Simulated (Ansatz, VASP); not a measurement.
GaSb in VASP and in Ansatz

The input INCAR:

```
PREC = Accurate
ENCUT = 520
EDIFF = 1E-7
ISMEAR = -1
SIGMA = 0.08
LREAL = False
LASPH = True
NELM = 100
ALGO = Normal
ISIF = 2
LWAVE = False
LCHARG = True
LELF = True
LVHAR = True
NBANDS = 16
```

The input KPOINTS:

```
Automatic mesh
0
Gamma
  12 12 12
```

Contents of POSCAR:

```
GaSb
1.0
    0.0000000000      3.0590000000      3.0590000000
    3.0590000000      0.0000000000      3.0590000000
    3.0590000000      3.0590000000      0.0000000000
Ga Sb
1 1
Direct
    0.0000000000      0.0000000000      0.0000000000
    0.7500000000      0.7500000000      0.7500000000
```

Input for Ansatz:

```yaml
crystal:
  lattice:
    - [0.0, 3.059, 3.059]
    - [3.059, 0.0, 3.059]
    - [3.059, 3.059, 0.0]
  atoms:
    - { symbol: Ga, position: [0.0, 0.0, 0.0] }
    - { symbol: Sb, position: [0.75, 0.75, 0.75] }
kpoints:
  mp_grid: { grid: [12, 12, 12] }
  band_path:
    path:
      - [0.0, 0.0, 0.0]
      - [-0.5, -0.5, 0.0]
      - [-0.375, -0.375, 0.25]
      - [-0.375, 0.0, 0.375]
      - [0.0, 0.0, 0.0]
      - [0.0, 0.0, 0.5]
      - [-0.5, -0.25, 0.25]
      - [-0.5, -0.5, 0.0]
    npoints: 5
scf:
  occupations: { method: fermi_dirac, width: 0.08 }
hamiltonian:
  xc: lda
  pseudopotentials: { kind: all_electron, lapw: { basis_error: 0.001 } }
output:
  forces: true
  stress: true
  eigenvalues: true
```

Alike in both runs: task single point; functional LDA; k mesh 12 × 12 × 12; occupations fermi-dirac, width 0.08 eV; no spin polarisation.

|  | VASP | Ansatz |
| --- | --- | --- |
| version | VASP 6.6.1 | Ansatz 0.2.0 |
| potentials or method | VASP PAW LDA potentials, release 64 (Ga_d, Sb), cutoff 520 eV | all-electron LAPW, scalar-relativistic |

Ansatz gave:

* pressure (GPa): -1.7

Question: What did VASP give for the same quantities?

Answer: Pressure (GPa): -1.6.

LDA's correlation is that of Perdew and Zunger in VASP and of Perdew and Wang (1992) in Ansatz. Ansatz ran all-electron here, and VASP with PAW potentials.

Neither program's run includes spin-orbit coupling.
